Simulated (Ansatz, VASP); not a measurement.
## One calculation of ZrS, two programs

```
Zr S
1.0
     0.00000    2.62500    2.62500
     2.62500    0.00000    2.62500
     2.62500    2.62500    0.00000
Zr S
1 1
Direct
  0.00000 0.00000 0.00000
  0.50000 0.50000 0.50000
```

Alike in both runs: task single point; functional PBEsol; k mesh 7 × 7 × 7; occupations gaussian, width 0.4 eV; no spin polarisation.

|  | VASP | Ansatz |
| --- | --- | --- |
| version | VASP 6.6.1 | Ansatz 0.2.0 |
| potentials or method | VASP PAW PBE potentials, release 64 (Zr_sv, S), cutoff 520 eV | scalar-relativistic, plane waves, PAW |
| valence electrons in the cell | 18 | 18 |

Ansatz gave:

| Quantity | Value |
| --- | --- |
| gap on the k mesh at the Fermi level (eV) | none |
| pressure (GPa) | -6.2 |

Q: Which values does VASP return?

A: gap on the k mesh at the Fermi level (eV): none; pressure (GPa): -6.0.

VASP's potentials were made for PBE, not for PBEsol. A gap of «none» marks a metal or a gap that the smearing closes. With one functional, cell and mesh, what is left measures potentials, basis and numerics.
